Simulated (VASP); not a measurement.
# Si2Ni (Fm-3m) in VASP: further runs, part 2 of 2

VASP 6.6.1. Earlier steps stand in the parts before.

## (3) Relaxation of cell and atoms, PBEsol

This run uses another cell than the first one, of 13.17 Å³/atom, 1.010 times its volume.

The input, INCAR:

```
ALGO     = Normal         # electronic algorithm
EDIFF    = 1E-7           # SCF threshold, eV
EDIFFG   = -0.01          # ionic threshold
ENCUT    = 600            # plane-wave cutoff, eV
GGA      = PS             # functional
IBRION   = 2              # ionic algorithm
ISIF     = 3              # what is computed and relaxed
ISMEAR   = 0              # smearing method
LASPH    = True           # aspherical terms in the spheres
LCHARG   = False          # write CHGCAR
LREAL    = False          # projectors in reciprocal space
LWAVE    = False          # write WAVECAR
NELM     = 100            # most SCF steps
NSW      = 80             # ionic steps
PREC     = Accurate       # precision mode
SIGMA    = 0.05           # smearing width, eV
```

The input, KPOINTS:

```
k-points
0
Gamma
  12 12 12
```

The input, POSCAR:

```
Si2Ni
1.0
    0.0000000000      2.7030000000      2.7030000000
    2.7030000000      0.0000000000      2.7030000000
    2.7030000000      2.7030000000      0.0000000000
Si Ni
2 1
Direct
    0.2500000000      0.2500000000      0.2500000000
    0.7500000000      0.7500000000      0.7500000000
    0.0000000000      0.0000000000      0.0000000000
```

Potentials or basis: VASP PAW PBE potentials, release 64 (Si, Ni).

Command:

```
$ cat potpaw_PBE.64/Si/POTCAR potpaw_PBE.64/Ni/POTCAR > POTCAR
$ mpirun -np 1 vasp_std > vasp.out
```

OUTCAR:

```text
EDIFF = 1E-7
   EDIFFG = -0.01
   ENCUT = 600
   GGA = PS
   IBRION = 2
   ISIF = 3
   ISMEAR = 0
   LASPH = True
   LREAL = False
   NELM = 100
   NSW = 80
   PREC = Accurate

 ion  position               nearest neighbor table
   1  0.250  0.250  0.250-   3 2.34   3 2.34   3 2.34   3 2.34   2 2.70   2 2.70   2 2.70   2 2.70
                             2 2.70   2 2.70
   2  0.750  0.750  0.750-   3 2.34   3 2.34   3 2.34   3 2.34   1 2.70   1 2.70   1 2.70   1 2.70
                             1 2.70   1 2.70
   3  0.000  0.000  0.000-   2 2.34   1 2.34   2 2.34   1 2.34   2 2.34   2 2.34   1 2.34   1 2.34

  LATTYP: Found a face centered cubic cell.
 ALAT       =     5.4060000000

  Lattice vectors:

 A1 = (   0.0000000000,   2.7030000000,   2.7030000000)
 A2 = (   2.7030000000,   0.0000000000,   2.7030000000)
 A3 = (   2.7030000000,   2.7030000000,   0.0000000000)

Analysis of symmetry for initial positions (statically):
[... 268 lines left out ...]
  band No.  band energies     occupation
      1      -3.4430      2.00000
      2       5.2212      2.00000
      3       5.2212      2.00000
      4       5.2212      2.00000
      5       6.9259      2.00000
      6       6.9259      2.00000
      7      10.3014      2.00000
      8      12.2231      0.00000
      9      12.2231      0.00000
     10      12.2231      0.00000
     11      12.7378      0.00000
     12      12.7378      0.00000
     13      12.7378      0.00000
[... 354 lines left out ...]
  band No.  band energies     occupation
      1      -0.0009      2.00000
      2       0.8578      2.00000
      3       4.9838      2.00000
      4       5.8027      2.00000
      5       6.2247      2.00000
      6       6.8541      2.00000
      7       7.1130      2.00000
      8       7.9599      2.00000
      9       8.7020      2.00000
     10      11.2600      0.00000
     11      13.1664      0.00000
     12      14.1361      0.00000
     13      15.5874      0.00000

 [... further k-points ...]
[... 5 lines left out ...]
  --------------------------------------------------------------------------------------
  -------------------------------------------------------------------------------------
  Total        0.0009628      0.0009628      0.0009628     -0.0000000     -0.0000000      0.0000000
  in kB        0.0394186      0.0394186      0.0394186     -0.0000000     -0.0000000      0.0000000
  external PRESSURE =       0.0394186 kB  Pullay stress =       0.0000000 kB
[... 18 lines left out ...]
  FREE ENERGIE OF THE ION-ELECTRON SYSTEM (eV)
  ---------------------------------------------------
  free  energy   TOTEN  =       -18.9800527549 eV

  energy  without entropy=      -18.9785824598  energy(sigma->0) =      -18.97931761

 reached required accuracy - stopping structural energy minimisation
```

OSZICAR:

```text
N       E                     dE             d eps       ncg     rms          rms(c)
DAV:   1     0.764691058574E+02    0.76469E+02   -0.87479E+03  1872   0.160E+03
DAV:   2    -0.162492875760E+02   -0.92718E+02   -0.87368E+02  1907   0.270E+02
DAV:   3    -0.211449639587E+02   -0.48957E+01   -0.47748E+01  2429   0.687E+01
[... 30 lines left out ...]
DAV:   4    -0.189800552957E+02    0.50453E-03   -0.42129E-03  2153   0.861E-01    0.379E-02
DAV:   5    -0.189800553301E+02   -0.34447E-07   -0.12786E-04  2960   0.125E-01    0.224E-02
DAV:   6    -0.189800523045E+02    0.30256E-05   -0.51002E-06  2751   0.485E-02    0.565E-03
DAV:   7    -0.189800525670E+02   -0.26251E-06   -0.14498E-06  2207   0.139E-02    0.222E-03
DAV:   8    -0.189800527165E+02   -0.14948E-06   -0.65392E-08  1296   0.615E-03    0.677E-04
DAV:   9    -0.189800527549E+02   -0.38390E-07   -0.17153E-08  1211   0.279E-03
   3 F= -.18980053E+02 E0= -.18979318E+02  d E =-.163473E-02
```

Run time: 66 s. Hardware: 1 thread of Intel Xeon 6975P-C, shared host; peak memory 0.21 GiB.

What came out:

```
Free energy                            : -18.9801 eV
Relaxed volume                         : 13.04 Å³/atom
Relaxed cell                           : a = 3.811 Å, b = 3.811 Å, c = 3.811 Å, α = 60.00°, β = 60.00°, γ = 60.00°
Space group after relaxing (to 0.05 Å) : Fm-3m (No. 225)
Energy gained by relaxing              : 0.5 meV/atom
Ionic steps                            : 3
Pressure after relaxing                : 0.0 GPa
Band gap on the k mesh                 : zero (band 9 reaches 12.22 eV, above the bottom of band 10 at 10.09 eV)
```

The path:
| step | energy change (eV) | largest force (eV/Å) | pressure (GPa) | volume (Å³) |
| --- | --- | --- | --- | --- |
| 1 | 0.0000 | 0.0000 | -1.43 | 39.50 |
| 2 | -0.0005 | 0.0000 | 1.24 | 38.83 |
| 3 | -0.0016 | 0.0000 | 0.00 | 39.13 |

Final structure:
```cif
data_structure
_symmetry_space_group_name_H-M 'P 1'
_symmetry_Int_Tables_number 1
_cell_length_a 3.8109
_cell_length_b 3.8109
_cell_length_c 3.8109
_cell_angle_alpha 60.000
_cell_angle_beta 60.000
_cell_angle_gamma 60.000
_cell_volume 39.13
loop_
_atom_site_label
_atom_site_type_symbol
_atom_site_fract_x
_atom_site_fract_y
_atom_site_fract_z
_atom_site_occupancy
Si1 Si 0.25000 0.25000 0.25000 1
Si2 Si 0.75000 0.75000 0.75000 1
Ni1 Ni 0.00000 0.00000 0.00000 1
```

Levels at points of the mesh, in eV from the Fermi level:
```tsv
k point	band 5	band 6	band 7	band 8	band 9	band 10	band 11	band 12	band 13
(0.00, 0.00, 0.00)	-3.57	-3.57	-0.19	1.73	1.73	1.73	2.25	2.25	2.25
(0.50, 0.00, 0.00)	-3.78	-3.38	-3.38	-1.46	-1.46	1.77	1.82	1.82	2.67
(0.50, 0.50, 0.00)	-4.56	-3.67	-3.67	-3.50	-3.16	-0.40	1.33	7.77	8.39
```

Caveat: the PAW data sets were made with another functional, which shifts forces and pressure a little. Spin polarisation is off, so any magnetic state and its effect on volume and gap are missing.
